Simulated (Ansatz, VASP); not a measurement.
Given: the input of a run of VASP 6.6.1 on Fe.

The input INCAR:

```
  PREC = Accurate
  ENCUT = 520
  EDIFF = 1E-7
  ISMEAR = -1
  SIGMA = 0.05
  LREAL = F
  LASPH = T
  NELM = 150
  ALGO = Fast
  ISIF = 2
  LWAVE = F
  LCHARG = F
  ISPIN = 2
  MAGMOM = 3
  LORBIT = 11
  LMAXMIX = 4
  GGA = CA
  NBANDS = 14
```

File KPOINTS:

```
Automatic mesh
0
Gamma
  13 13 13
```

The input POSCAR:

```
Fe
1.0
   -1.4619890197      1.4619890197      1.4619890197
    1.4619890197     -1.4619890197      1.4619890197
    1.4619890197      1.4619890197     -1.4619890197
Fe
1
Direct
    0.0000000000      0.0000000000      0.0000000000
```

Potentials or basis: VASP PAW LDA potentials, release 64 (Fe).

The run is started by

```console
$ cat potpaw_LDA.64/Fe/POTCAR > POTCAR
$ mpirun -np 1 vasp_std > vasp.out
```

Question: Set up the same calculation for Ansatz 0.2.0. Potentials there: all-electron LAPW, scalar-relativistic.

Answer: As run (the cutoff follows the program's own potentials):

Contents of input.yaml:

```yaml
crystal:
  lattice:
    - [-1.4619890197, 1.4619890197, 1.4619890197]
    - [1.4619890197, -1.4619890197, 1.4619890197]
    - [1.4619890197, 1.4619890197, -1.4619890197]
  atoms:
    - { symbol: Fe, position: [0.0, 0.0, 0.0], spin: 3.0 }
kpoints:
  mp_grid: { grid: [13, 13, 13] }
scf:
  occupations: { method: fermi_dirac, width: 0.05 }
hamiltonian:
  xc: lda
  pseudopotentials: { kind: all_electron, lapw: { basis_error: 0.001 } }
magnetization:
  spin_polarized: true
output:
  forces: true
  stress: true
  eigenvalues: true
```

Potentials or basis: all-electron LAPW, scalar-relativistic.

Run with:

```bash
$ ansatz run input.yaml --threads 2 --pin off --max-ram 6144MiB --backend cpu --events-out ev --progress --plain --runs-dir out
```

Both were run:

|  | VASP | Ansatz | Ansatz less VASP |
| --- | --- | --- | --- |
| gap on the k mesh at the Fermi level (eV) | none | none | - |
| pressure (GPa) | -29.7 | -28.8 | +0.86 |
| net moment per atom (μB) | 2.28 | 2.33 | +0.051 |
| size of the moment on the site where the two differ most (μB) | 2.26 | 2.37 | +0.104 |

LDA's correlation is that of Perdew and Zunger in VASP and of Perdew and Wang (1992) in Ansatz. Site moments also hang on the region over which each program counts them. A gap of «none» marks a metal or a gap that the smearing closes. Both programs put the cell under strong tension, so it lies far from rest at this level. Ansatz ran all-electron here, and VASP with PAW potentials.
